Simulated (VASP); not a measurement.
# TeRu (F-43m) in VASP: single point with LDA+U

Aim: the single point of TeRu with LDA+U.

Everything below comes from runs of VASP 6.6.1. Logs are shortened: lines on timing, memory, paths and dates and some standing lists are left out, and cuts for length are marked.

## 1. The cell of the first run

The structure is cubic, space group F-43m (No. 216). The conventional cell has a = 6.228 Å, b = 6.228 Å, c = 6.228 Å, α = 90.00°, β = 90.00°, γ = 90.00°. Within 3.6 Å of Ru (site symmetry -43m) lie 4 Te at 2.70 Å. Te (site symmetry -43m) has 4 Ru at 2.70 Å within 3.6 Å.

## 2. Single point, LDA+U, collinear spin, ferromagnetic start

INCAR reads:

```
SYSTEM = TeRu
ALGO = Normal ; EDIFF = 1E-6
ENCUT = 520 ; ISIF = 2
ISMEAR = 0 ; ISPIN = 2
LASPH = .TRUE. ; LCHARG = .FALSE.
LDAU = .TRUE. ; LDAUJ = 0.9 0
LDAUL = 2 -1 ; LDAUPRINT = 1
LDAUTYPE = 1 ; LDAUU = 6 0
LMAXMIX = 4 ; LORBIT = 11
LREAL = .FALSE. ; LWAVE = .FALSE.
MAGMOM = 4 0 ; NBANDS = 21
NELM = 150 ; PREC = Accurate
SIGMA = 0.05
```

KPOINTS reads:

```
k-points
0
G
  5 5 5
  0 0 0
```

POSCAR reads:

```
TeRu
1.0
    0.0000000000      3.1139297200      3.1139297200
    3.1139297200      0.0000000000      3.1139297200
    3.1139297200      3.1139297200      0.0000000000
Ru Te
1 1
Direct
    0.0000000000      0.0000000000      0.0000000000
    0.2500000000      0.2500000000      0.2500000000
```

Potentials or basis: VASP PAW LDA potentials, release 64 (Ru_pv, Te).

Command:

```
cat potpaw_LDA.64/Ru_pv/POTCAR potpaw_LDA.64/Te/POTCAR > POTCAR
mpirun -np 1 vasp_std > vasp.out
```

OUTCAR:

```text
SYSTEM = TeRu
   EDIFF = 1E-6
   ENCUT = 520
   ISIF = 2
   ISMEAR = 0
   ISPIN = 2
   LASPH = .TRUE.
   LORBIT = 11
   LREAL = .FALSE.
   NELM = 150
   PREC = Accurate

 ion  position               nearest neighbor table
   1  0.000  0.000  0.000-   2 2.70   2 2.70   2 2.70   2 2.70
   2  0.250  0.250  0.250-   1 2.70   1 2.70   1 2.70   1 2.70

  LATTYP: Found a face centered cubic cell.
 ALAT       =     6.2278594400

  Lattice vectors:

 A1 = (   0.0000000000,   3.1139297200,   3.1139297200)
 A2 = (   3.1139297200,   0.0000000000,   3.1139297200)
 A3 = (   3.1139297200,   3.1139297200,   0.0000000000)

Analysis of symmetry for initial positions (statically):
=====================================================================
 Subroutine PRICEL returns:
 Original cell was already a primitive cell.

 Routine SETGRP: Setting up the symmetry group for a
 face centered cubic supercell.

 Subroutine GETGRP returns: Found 24 space group operations
 (whereof 24 operations were pure point group operations)
 out of a pool of 48 trial point group operations.

The static configuration has the point symmetry T_d .

Analysis of symmetry for dynamics (positions and initial velocities):
=====================================================================
 Subroutine PRICEL returns:
 Original cell was already a primitive cell.

 Routine SETGRP: Setting up the symmetry group for a
 face centered cubic supercell.

 Subroutine GETGRP returns: Found 24 space group operations
 (whereof 24 operations were pure point group operations)
 out of a pool of 48 trial point group operations.

The dynamic configuration has the point symmetry T_d .

Analysis of structural, dynamic, and magnetic symmetry:
=====================================================================
 Subroutine PRICEL returns:
 Original cell was already a primitive cell.

 Routine SETGRP: Setting up the symmetry group for a
 face centered cubic supercell.

 Subroutine GETGRP returns: Found 24 space group operations
 (whereof 24 operations were pure point group operations)
 out of a pool of 48 trial point group operations.

The overall configuration has the point symmetry T_d .

 Subroutine INISYM returns: Found 24 space group operations
 (whereof 24 operations are pure point group operations),
 and found     1 'primitive' translations

----------------------------------------------------------------------------------------

                                     Primitive cell

  volume of cell :      60.3888

  direct lattice vectors                    reciprocal lattice vectors
     0.000000000  3.113929720  3.113929720    -0.160568813  0.160568813  0.160568813
     3.113929720  0.000000000  3.113929720     0.160568813 -0.160568813  0.160568813
     3.113929720  3.113929720  0.000000000     0.160568813  0.160568813 -0.160568813

  length of vectors
     4.403761642  4.403761642  4.403761642     0.278113343  0.278113343  0.278113343

  position of ions in fractional coordinates (direct lattice)
     0.000000000  0.000000000  0.000000000
     0.250000000  0.250000000  0.250000000

  ion indices of the primitive-cell ions
   primitive index   ion index
                 1           1
                 2           2

----------------------------------------------------------------------------------------

 KPOINTS: k-points

Automatic generation of k-mesh.
 Grid dimensions read from file:
 generate k-points for:    5    5    5

 Generating k-lattice:

  Cartesian coordinates                     Fractional coordinates (reciprocal lattice)
    -0.032113763  0.032113763  0.032113763     0.200000000  0.000000000  0.000000000
     0.032113763 -0.032113763  0.032113763     0.000000000  0.200000000  0.000000000
     0.032113763  0.032113763 -0.032113763     0.000000000  0.000000000  0.200000000
[... 55 lines left out ...]
   EMIN   =  10.00;   EMAX   =-10.00  energy-range for DOS
   EFERMI =   0.00;   METHOD = LEGACY
   ISMEAR =     0;   SIGMA  =   0.05  broadening in eV -4-tet -1-fermi 0-gaus
   EFERMI_NEDOS =   21; number of points for ismear=-14 and -15
   IALGO  =     38    algorithm
   IMIX   =      4    mixing-type and parameters
     AMIX     =   0.40;   BMIX     =  1.00
     AMIX_MAG =   1.60;   BMIX_MAG =  1.00
  volume/ion in A,a.u.               =      30.19       203.76
  Fermi-wavevector in a.u.,A,eV,Ry     =   1.132659  2.140416 17.455152  1.282917
  Thomas-Fermi vector in A             =   2.269361
   LORBIT       =     11    0 simple, 1 ext, 2 COOP (PROOUT), +10 PAW based schemes
 LDA+U is selected, type is set to LDAUTYPE =  1
   angular momentum for each species LDAUL =     2   -1
   U (eV)           for each species LDAUU =   6.0  0.0
   J (eV)           for each species LDAUJ =   0.9  0.0
   GGA     = CA    functional components
   LHFCALC =     F    Hartree Fock is set to
   AEXX    =    0.0000 exact exchange contribution
   IVDW    =     0    specifies the selected vdW correction
   LEPSILON=     F    determine dielectric tensor
   LRPA    =     F    only Hartree local field effects (RPA)
 spin polarized calculation
 Gauss-broadening in eV      SIGMA  =   0.05
  energy-cutoff  :      520.00
  volume of cell :       60.39
 maximum number of plane-waves:      1642
 NGX is ok and might be reduce to    36
   NGX = 17   NGY = 17   NGZ = 17

atom =   1  type =  1  l = 2

 onsite density matrix

spin component  1

  0.8533 -0.0000 -0.0000 -0.0000  0.0000
 -0.0000  0.8533  0.0000  0.0000 -0.0000
 -0.0000  0.0000  0.8793 -0.0000 -0.0000
 -0.0000  0.0000 -0.0000  0.8533  0.0000
  0.0000 -0.0000 -0.0000  0.0000  0.8793

spin component  2

  0.3542 -0.0000 -0.0000 -0.0000 -0.0000
 -0.0000  0.3542  0.0000  0.0000 -0.0000
 -0.0000  0.0000  0.3026  0.0000 -0.0000
 -0.0000  0.0000  0.0000  0.3542  0.0000
 -0.0000 -0.0000 -0.0000  0.0000  0.3026

 occupancies and eigenvectors

  o =  0.3026  v =  0.0000  0.0000  0.0000  0.0000  0.0000 -0.0000  0.0000 -0.9995 -0.0000 -0.0328      0.0000  0.0000  0.0000  0.0000  0.0000  0.0000  0.0000  0.0000  0.0000  0.0000
  o =  0.3026  v =  0.0000  0.0000  0.0000  0.0000  0.0000  0.0000  0.0000 -0.0328  0.0000  0.9995      0.0000  0.0000  0.0000  0.0000  0.0000  0.0000  0.0000  0.0000  0.0000  0.0000
  o =  0.3542  v =  0.0000  0.0000  0.0000  0.0000  0.0000 -1.0000 -0.0001  0.0000 -0.0009  0.0000      0.0000  0.0000  0.0000  0.0000  0.0000  0.0000  0.0000  0.0000  0.0000  0.0000
  o =  0.3542  v =  0.0000  0.0000  0.0000  0.0000  0.0000  0.0009  0.0007  0.0000 -1.0000  0.0000      0.0000  0.0000  0.0000  0.0000  0.0000  0.0000  0.0000  0.0000  0.0000  0.0000
  o =  0.3542  v =  0.0000  0.0000  0.0000  0.0000  0.0000  0.0001 -1.0000 -0.0000 -0.0007  0.0000      0.0000  0.0000  0.0000  0.0000  0.0000  0.0000  0.0000  0.0000  0.0000  0.0000
  o =  0.8533  v =  1.0000  0.0000  0.0000  0.0000  0.0000  0.0000  0.0000  0.0000  0.0000  0.0000      0.0000  0.0000  0.0000  0.0000  0.0000  0.0000  0.0000  0.0000  0.0000  0.0000
  o =  0.8533  v =  0.0000  0.0048  0.0000  1.0000  0.0000  0.0000  0.0000  0.0000  0.0000  0.0000      0.0000  0.0000  0.0000  0.0000  0.0000  0.0000  0.0000  0.0000  0.0000  0.0000
  o =  0.8533  v =  0.0000 -1.0000  0.0000  0.0048  0.0000  0.0000  0.0000  0.0000  0.0000  0.0000      0.0000  0.0000  0.0000  0.0000  0.0000  0.0000  0.0000  0.0000  0.0000  0.0000
  o =  0.8793  v =  0.0000  0.0000  0.9999 -0.0000  0.0105  0.0000  0.0000  0.0000  0.0000  0.0000      0.0000  0.0000  0.0000  0.0000  0.0000  0.0000  0.0000  0.0000  0.0000  0.0000
  o =  0.8793  v =  0.0000  0.0000 -0.0105 -0.0000  0.9999  0.0000  0.0000  0.0000  0.0000  0.0000      0.0000  0.0000  0.0000  0.0000  0.0000  0.0000  0.0000  0.0000  0.0000  0.0000

 number of electron      20.0000002 magnetization       3.0696775

 Free energy of the ion-electron system (eV)
  ---------------------------------------------------
  ext. energy  EPLUGINS =         0.00000000
  ---------------------------------------------------
  free energy    TOTEN  =        -7.11462165 eV

  energy without entropy =       -7.11002231  energy(sigma->0) =       -7.11232198

 E-fermi :   5.0464     XC(G=0):  -9.6091

 val. band max:        5.0410439329   @ k =   0.0000   0.0000   0.0000
 cond. band min:       5.0554334085   @ k =   0.4000   0.0000   0.0000
 fundamental gap:      0.0143894756
 Fermi energy:         5.0463683845

 spin component 1

 k-point     1 :       0.0000    0.0000    0.0000
  band No.  band energies     occupation
      1     -38.3224      1.00000
      2     -38.3224      1.00000
      3     -38.3224      1.00000
      4      -6.9529      1.00000
      5      -0.2641      1.00000
      6      -0.2641      1.00000
[... 229 lines left out ...]
     20      17.4410      0.00000
     21      18.6223      0.00000
 Fermi energy:         5.0463683845

 spin component 2

 k-point     1 :       0.0000    0.0000    0.0000
  band No.  band energies     occupation
      1     -36.5120      1.00000
      2     -36.5120      1.00000
      3     -36.5120      1.00000
      4      -6.7833      1.00000
      5       1.9767      1.00000
      6       1.9767      1.00000
[... 229 lines left out ...]
     20      17.7414      0.00000
     21      19.1090      0.00000

------------------------ aborting loop because EDIFF is reached ----------------------------------------

  FORCE on cell =-STRESS in cart. coord.  units (eV):
  Direction    XX          YY          ZZ          XY          YZ          ZX
  --------------------------------------------------------------------------------------
  -------------------------------------------------------------------------------------
  Total       -1.5536023     -1.5536023     -1.5536023      0.0000000      0.0000000      0.0000000
  in kB      -41.2186752    -41.2186752    -41.2186752      0.0000000      0.0000000      0.0000000
  external PRESSURE =     -41.2186752 kB  Pullay stress =       0.0000000 kB

 VOLUME and BASIS-vectors are now :
 -----------------------------------------------------------------------------
  energy-cutoff  :      520.00
  volume of cell :       60.39
      direct lattice vectors                 reciprocal lattice vectors
     0.000000000  3.113929720  3.113929720    -0.160568813  0.160568813  0.160568813
     3.113929720  0.000000000  3.113929720     0.160568813 -0.160568813  0.160568813
     3.113929720  3.113929720  0.000000000     0.160568813  0.160568813 -0.160568813

 POSITION                                       TOTAL-FORCE (eV/Angst)
 -----------------------------------------------------------------------------------
      0.00000      0.00000      0.00000         0.000000      0.000000      0.000000
      1.55696      1.55696      1.55696        -0.000000     -0.000000     -0.000000
 -----------------------------------------------------------------------------------
    total drift:                               -0.000000     -0.000000     -0.000000

  FREE ENERGIE OF THE ION-ELECTRON SYSTEM (eV)
  ---------------------------------------------------
  free  energy   TOTEN  =        -7.1146216502 eV

  energy  without entropy=       -7.1100223131  energy(sigma->0) =       -7.11232198

 total charge

# of ion       s       p       d       tot
------------------------------------------
    1        0.294   6.148   5.949  12.390
    2        1.358   1.992   0.070   3.420
--------------------------------------------------
tot          1.651   8.140   6.019  15.810

 magnetization (x)

# of ion       s       p       d       tot
------------------------------------------
    1        0.043   0.050   2.632   2.725
    2        0.022   0.040  -0.002   0.059
--------------------------------------------------
tot          0.065   0.090   2.630   2.784
```

Run time: 95 s. Hardware: 1 thread of Intel Xeon 6975P-C, shared host; peak memory 0.2 GiB.

What came out:

```yaml
Free_energy: -7.1146 eV
Pressure: -4.1 GPa
Net_moment: 3.07 μB per cell
Site_moments: Ru +2.73; Te +0.06 μB
Valence_electrons_inside_the_program's_atomic_spheres: Ru 12.39; Te 3.42
```

Eigenvalues of the final occupation matrices:
```
    site  spin  trace               eigenvalues
site 1 d     1   4.32  0.85 0.85 0.85 0.88 0.88
site 1 d     2   1.67  0.30 0.30 0.35 0.35 0.35
```

Caveat: spin-orbit coupling is left out, which moves the levels of the heavy elements; the U is typed as a test and isn't derived for this compound. The state reached can hang on the start; a lower one may exist.
